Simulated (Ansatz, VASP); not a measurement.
## Pb: VASP beside Ansatz

```xyz
1
Lattice="0.0000 2.2976 2.2976 2.2976 0.0000 2.2976 2.2976 2.2976 0.0000" Properties=species:S:1:pos:R:3 pbc="T T T"
Pb    0.0000    0.0000    0.0000
```

Change from the starting cell: volume scaled by 0.8.

Alike in both runs: task single point; functional RPBE; dispersion D3(BJ); k mesh 9 × 9 × 9; occupations fermi-dirac, width 0.025 eV; non-collinear spin.

```csv
,VASP,Ansatz
version,VASP 6.6.1,Ansatz 0.2.0
potentials or method,"VASP PAW PBE potentials, release 64 (Pb_d)",SSSP precision PAW
plane-wave cutoff (eV),520,612
valence electrons in the cell,14,14
```

```tsv
	VASP	Ansatz	Ansatz less VASP
gap on the k mesh at the Fermi level (eV)	none	none	-
pressure (GPa)	-6.2	-6.0	+0.27
net moment per atom (μB)	0.00	0.00	0.000
```

VASP's potentials were made for PBE, not for RPBE. A gap of «none» marks a metal or a gap that the smearing closes.

Neither program's run includes spin-orbit coupling. Noted on Ansatz's run: the potentials were made for another functional, which shifts forces and pressure.
